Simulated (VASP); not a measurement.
# ZrSiO (P4/nmm) in VASP: notebook, part 2 of 2

VASP 6.6.1.

### Step 4. Single point, PBEsol

This run uses another cell than the first one, of 12.97 Å³/atom.

Input file INCAR:

```
SYSTEM = ZrSiO
  ALGO = Normal
  EDIFF = 1E-7
  ENCUT = 520
  GGA = PS
  ISIF = 2
  ISMEAR = -1
  LASPH = .TRUE.
  LCHARG = .TRUE.
  LELF = .TRUE.
  LREAL = .FALSE.
  LVHAR = .TRUE.
  LWAVE = .FALSE.
  NBANDS = 31
  NELM = 100
  PREC = Accurate
  SIGMA = 0.1
```

Input file KPOINTS:

```
k-points
0
G
  7 7 3
  0 0 0
```

Input file POSCAR:

```
ZrSiO
1.0
    3.2751197699      0.0000000000      0.0000000000
    0.0000000000      3.2751197699      0.0000000000
    0.0000000000      0.0000000000      7.2524835630
Zr Si O
2 2 2
Direct
    0.0000000000      0.5000000000      0.6915900000
    0.5000000000      0.0000000000      0.3084100000
    0.5000000000      0.5000000000      0.0000000000
    0.0000000000      0.0000000000      0.0000000000
    0.0000000000      0.5000000000      0.3887060000
    0.5000000000      0.0000000000      0.6112940000
```

Potentials or basis: VASP PAW PBE potentials, release 64 (Zr_sv, Si, O).

Launch:

```console
> cat potpaw_PBE.64/Zr_sv/POTCAR potpaw_PBE.64/Si/POTCAR potpaw_PBE.64/O/POTCAR > POTCAR
> mpirun -np 1 vasp_std > vasp.out
```

OUTCAR:

```text
SYSTEM = ZrSiO
   EDIFF = 1E-7
   ENCUT = 520
   GGA = PS
   ISIF = 2
   ISMEAR = -1
   LASPH = .TRUE.
   LREAL = .FALSE.
   NELM = 100
   PREC = Accurate

 ion  position               nearest neighbor table
   1  0.000  0.500  0.692-   5 2.20   6 2.39   6 2.39   6 2.39   6 2.39   3 2.77   3 2.77   4 2.77
                             4 2.77   2 3.62   2 3.62   2 3.62   2 3.62
   2  0.500  0.000  0.308-   6 2.20   5 2.39   5 2.39   5 2.39   5 2.39   3 2.77   4 2.77   4 2.77
                             3 2.77   1 3.62   1 3.62   1 3.62   1 3.62
   3  0.500  0.500  0.000-   4 2.32   4 2.32   4 2.32   4 2.32   2 2.77   1 2.77   1 2.77   2 2.77

   4  0.000  0.000  0.000-   3 2.32   3 2.32   3 2.32   3 2.32   2 2.77   2 2.77   1 2.77   1 2.77

   5  0.000  0.500  0.389-   1 2.20   2 2.39   2 2.39   2 2.39   2 2.39
   6  0.500  0.000  0.611-   2 2.20   1 2.39   1 2.39   1 2.39   1 2.39

  LATTYP: Found a simple tetragonal cell.
 ALAT       =     3.2751197699
 C/A-ratio  =     2.2144178145

  Lattice vectors:

 A1 = (   3.2751197699,   0.0000000000,   0.0000000000)
 A2 = (   0.0000000000,   3.2751197699,   0.0000000000)
 A3 = (   0.0000000000,   0.0000000000,   7.2524835630)

Analysis of symmetry for initial positions (statically):
=====================================================================
 Subroutine PRICEL returns:
 Original cell was already a primitive cell.

 Routine SETGRP: Setting up the symmetry group for a
 simple tetragonal supercell.

 Subroutine GETGRP returns: Found 16 space group operations
 (whereof  8 operations were pure point group operations)
 out of a pool of 16 trial point group operations.

The static configuration has the point symmetry D_2d.
 The point group associated with its full space group is D_4h.

Analysis of symmetry for dynamics (positions and initial velocities):
=====================================================================
 Subroutine PRICEL returns:
[... 133 lines left out ...]
     AMIX_MAG =   1.60;   BMIX_MAG =  1.00
  volume/ion in A,a.u.               =      12.97        87.50
  Fermi-wavevector in a.u.,A,eV,Ry     =   1.353875  2.558453 24.939186  1.832978
  Thomas-Fermi vector in A             =   2.481094
   LORBIT       =      0    0 simple, 1 ext, 2 COOP (PROOUT), +10 PAW based schemes
   GGA     = PS    functional components
   LHFCALC =     F    Hartree Fock is set to
   AEXX    =    0.0000 exact exchange contribution
   IVDW    =     0    specifies the selected vdW correction
   LEPSILON=     F    determine dielectric tensor
   LRPA    =     F    only Hartree local field effects (RPA)
 non-spin polarized calculation
  energy-cutoff  :      520.00
  volume of cell :       77.79
 maximum number of plane-waves:      2113
   NGX = 13   NGY = 13   NGZ = 27

 number of electron      43.9999987 magnetization

 Free energy of the ion-electron system (eV)
  ---------------------------------------------------
  ext. energy  EPLUGINS =         0.00000000
  ---------------------------------------------------
  free energy    TOTEN  =       -51.42016762 eV

  energy without entropy =      -51.37415629  energy(sigma->0) =      -51.39716195

 E-fermi :  11.0358     XC(G=0): -12.0104

 val. band max:       10.9302647971   @ k =   0.2857   0.1429   0.0000
 cond. band min:      11.2025509632   @ k =   0.2857   0.1429   0.3333
 fundamental gap:      0.2722861661
 Fermi energy:        11.0357943553

 k-point     1 :       0.0000    0.0000    0.0000
  band No.  band energies     occupation
      1     -38.9154      2.00000
      2     -38.8871      2.00000
      3     -17.3379      2.00000
      4     -16.9694      2.00000
      5     -16.8038      2.00000
      6     -16.8038      2.00000
[... 669 lines left out ...]
     30      14.8414      0.00000
     31      16.1896      0.00000

------------------------ aborting loop because EDIFF is reached ----------------------------------------

  FORCE on cell =-STRESS in cart. coord.  units (eV):
  Direction    XX          YY          ZZ          XY          YZ          ZX
  --------------------------------------------------------------------------------------
  -------------------------------------------------------------------------------------
  Total        0.2277556      0.2277556      0.6541494      0.0000000      0.0000000      0.0000000
  in kB        4.6907095      4.6907095     13.4724455      0.0000000      0.0000000      0.0000000
  external PRESSURE =       7.6179549 kB  Pullay stress =       0.0000000 kB

 VOLUME and BASIS-vectors are now :
 -----------------------------------------------------------------------------
  energy-cutoff  :      520.00
  volume of cell :       77.79
      direct lattice vectors                 reciprocal lattice vectors
     3.275119770  0.000000000  0.000000000     0.305332345  0.000000000  0.000000000
     0.000000000  3.275119770  0.000000000     0.000000000  0.305332345  0.000000000
     0.000000000  0.000000000  7.252483563     0.000000000  0.000000000  0.137883801

 POSITION                                       TOTAL-FORCE (eV/Angst)
 -----------------------------------------------------------------------------------
      0.00000      1.63756      5.01575        -0.000000     -0.000000     -0.291671
      1.63756      0.00000      2.23674        -0.000000     -0.000000      0.291671
      1.63756      1.63756      0.00000         0.000000     -0.000000     -0.000000
      0.00000      0.00000      0.00000        -0.000000     -0.000000     -0.000000
      0.00000      1.63756      2.81908        -0.000000      0.000000     -0.002149
      1.63756      0.00000      4.43340        -0.000000     -0.000000      0.002149
 -----------------------------------------------------------------------------------
    total drift:                                0.000000      0.000000      0.000000

  FREE ENERGIE OF THE ION-ELECTRON SYSTEM (eV)
  ---------------------------------------------------
  free  energy   TOTEN  =       -51.4201676163 eV

  energy  without entropy=      -51.3741562887  energy(sigma->0) =      -51.39716195
```

Wall time 45 s (1 thread of Intel Xeon 6975P-C (Granite Rapids), shared host); peak memory 0.2 GiB.

What came out:

| Quantity | Value |
| --- | --- |
| Free energy | -51.4202 eV |
| Pressure | 0.8 GPa |
| Largest force | 0.292 eV/Å |
| Band gap on the k mesh | zero (bands 22 and 23 overlap by 0.34 eV) |

Forces on the atoms (eV/Å):
```
Zr   0.000  0.000 -0.292
Zr   0.000  0.000  0.292
Si   0.000  0.000  0.000
Si   0.000  0.000  0.000
O    0.000  0.000 -0.002
O    0.000  0.000  0.002
```

Caveat: the PAW data sets were made with another functional, which shifts forces and pressure a little.

### Step 5. Single point, PBEsol

This run uses another cell than the first one, of 13.51 Å³/atom.

Input file INCAR:

```
PREC = Accurate ; ENCUT = 520
EDIFF = 1E-6 ; ISMEAR = -1
SIGMA = 0.1 ; LREAL = F
LASPH = T ; NELM = 100
ALGO = Normal ; ISIF = 2
LWAVE = F ; LCHARG = F
GGA = PS ; NBANDS = 31
```

Input file KPOINTS:

```
Automatic mesh
0
Gamma
  7 7 3
```

Changes to POSCAR since step 4:

```diff
@@ -2,5 +2,5 @@
 1.0
-    3.2751197699      0.0000000000      0.0000000000
-    0.0000000000      3.2751197699      0.0000000000
-    0.0000000000      0.0000000000      7.2524835630
+    3.3199900000      0.0000000000      0.0000000000
+    0.0000000000      3.3199900000      0.0000000000
+    0.0000000000      0.0000000000      7.3518450000
 Zr Si O
```

Launch:

```console
> cat potpaw_PBE.64/Zr_sv/POTCAR potpaw_PBE.64/Si/POTCAR potpaw_PBE.64/O/POTCAR > POTCAR
> mpirun -np 1 vasp_std > vasp.out
```

Run time: 58 s. Hardware: 1 thread of Intel Xeon 6975P-C (Granite Rapids), shared host; peak memory 0.21 GiB.

The run converged. Its results:

```
Free energy            : -51.3617 eV
Pressure               : -6.6 GPa
Largest force          : 0.303 eV/Å
Band gap on the k mesh : zero (bands 22 and 23 overlap by 0.28 eV)
```

Forces on the atoms (eV/Å):
```
Zr   0.000  0.000 -0.303
Zr   0.000  0.000  0.303
Si   0.000  0.000  0.000
Si   0.000  0.000  0.000
O    0.000  0.000  0.155
O    0.000  0.000 -0.155
```

Stress tensor (GPa, compression positive):
```
-6.48  0.00  0.00
 0.00 -6.48  0.00
 0.00  0.00 -6.72
```

Levels at points of the mesh, in eV from the Fermi level:
```csv
k point,band 20,band 21,band 22,band 23,band 24,band 25
"(0.00, 0.00, 0.00)",-2.63,-2.63,-2.22,-0.11,0.70,1.17
```

Caveat: the cell stands under tension; the PAW data sets were made with another functional, which shifts forces and pressure a little.

### Step 6. Single point, PBEsol

This run uses another cell than the first one, of 14.05 Å³/atom.

Input file INCAR:

```
PREC = Accurate
ENCUT = 520
EDIFF = 1E-6
ISMEAR = -1
SIGMA = 0.1
LREAL = False
LASPH = True
NELM = 100
ALGO = Normal
ISIF = 2
LWAVE = False
LCHARG = True
GGA = PS
LELF = True
LVHAR = True
NBANDS = 31
```

Input file KPOINTS:

```
regular mesh
0
Gamma
  7 7 3
```

Changes to POSCAR since step 5:

```diff
@@ -2,5 +2,5 @@
 1.0
-    3.3199900000      0.0000000000      0.0000000000
-    0.0000000000      3.3199900000      0.0000000000
-    0.0000000000      0.0000000000      7.3518450000
+    3.3636790891      0.0000000000      0.0000000000
+    0.0000000000      3.3636790891      0.0000000000
+    0.0000000000      0.0000000000      7.4485908972
 Zr Si O
```

Potentials or basis: VASP PAW PBE potentials, release 64 (Zr_sv, Si, O).

Launch:

```console
> cat potpaw_PBE.64/Zr_sv/POTCAR potpaw_PBE.64/Si/POTCAR potpaw_PBE.64/O/POTCAR > POTCAR
> mpirun -np 1 vasp_std > vasp.out
```

Run time: 61 s. Hardware: 1 thread of Intel Xeon 6975P-C (Granite Rapids), shared host; peak memory 0.21 GiB.

The run converged. Its results:

- Free energy: -51.1702 eV
- Pressure: -12.4 GPa
- Largest force: 0.312 eV/Å
- Band gap on the k mesh: zero (bands 22 and 23 overlap by 0.26 eV)

Forces on the atoms (eV/Å):
```
Zr   0.000  0.000 -0.312
Zr   0.000  0.000  0.312
Si   0.000  0.000  0.000
Si   0.000  0.000  0.000
O    0.000  0.000  0.289
O    0.000  0.000 -0.289
```

Stress tensor (GPa, compression positive):
```
-12.06   0.00   0.00
  0.00 -12.06   0.00
  0.00   0.00 -13.20
```

Levels at points of the mesh, in eV from the Fermi level:
| k point | band 19 | band 20 | band 21 | band 22 | band 23 | band 24 | band 25 | band 26 |
| --- | --- | --- | --- | --- | --- | --- | --- | --- |
| (0.00, 0.00, 0.00) | -2.83 | -2.58 | -2.58 | -2.12 | -0.07 | 0.54 | 1.12 | 1.12 |

Caveat: the cell stands under tension; the PAW data sets were made with another functional, which shifts forces and pressure a little.

### Step 7. The runs side by side

```csv
cell,gap on the mesh (eV),pressure (GPa),largest force (eV/Å)
"a = 3.181, b = 3.181, c = 7.045 Å, 6 atoms",none,21.2,0.41
"a = 3.229, b = 3.229, c = 7.150 Å, 6 atoms",none,9.9,0.28
"a = 3.275, b = 3.275, c = 7.252 Å, 6 atoms",none,0.8,0.29
"a = 3.320, b = 3.320, c = 7.352 Å, 6 atoms",none,-6.6,0.30
"a = 3.364, b = 3.364, c = 7.449 Å, 6 atoms",none,-12.4,0.31
```

Alike in all rows: task single point; level PBEsol; potentials or basis VASP PAW PBE potentials, release 64 (Zr_sv, Si, O); no spin polarisation; k mesh 7 × 7 × 3; cutoff (eV) 520; smearing fermi-dirac 0.1 eV.

Caveats: the PAW data sets were made with another functional, which shifts forces and pressure a little; the cell stands under pressure (at least some runs); the cell stands under tension (at least some runs).

Total energies depend on the potentials used, so only differences within one code and one set of settings carry meaning.
